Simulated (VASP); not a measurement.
The system is BiB.

```xyz
2
Lattice="0.0366 2.7815 2.7815 2.7815 0.0366 2.7815 2.7815 2.7815 0.0366" Properties=species:S:1:pos:R:3 pbc="T T T"
B     0.0033    0.0033    0.0033
Bi    1.3966    1.3966    1.3966
```

This cell differs from its parent crystal: strain along [111] +2.0%.

Base run:

* Program: VASP 6.6.1
* Functional: PBE
* Potentials or basis: VASP PAW PBE potentials, release 64 (B, Bi_d)
* Cutoff: 520 eV
* k mesh: 8 × 8 × 8
* Occupations: fermi-dirac, width 0.02 eV
* Spin: no spin polarisation

Its results: band gap on the k mesh 0.07 eV, direct; pressure -0.2 GPa.

Q: The run is repeated on the same cell with these changes: functional from PBE to r2SCAN. What comes out?

A: Band gap on the k mesh 0.18 eV, direct; pressure -1.6 GPa.

r2SCAN gives the wider gap, since meta-GGAs in the generalised Kohn-Sham scheme recover part of the derivative discontinuity.

Caveats: spin-orbit coupling is left out, which moves the levels of the heavy elements; the PAW data sets were made with another functional, which shifts forces and pressure a little (some runs).

A k mesh can miss the band edges.
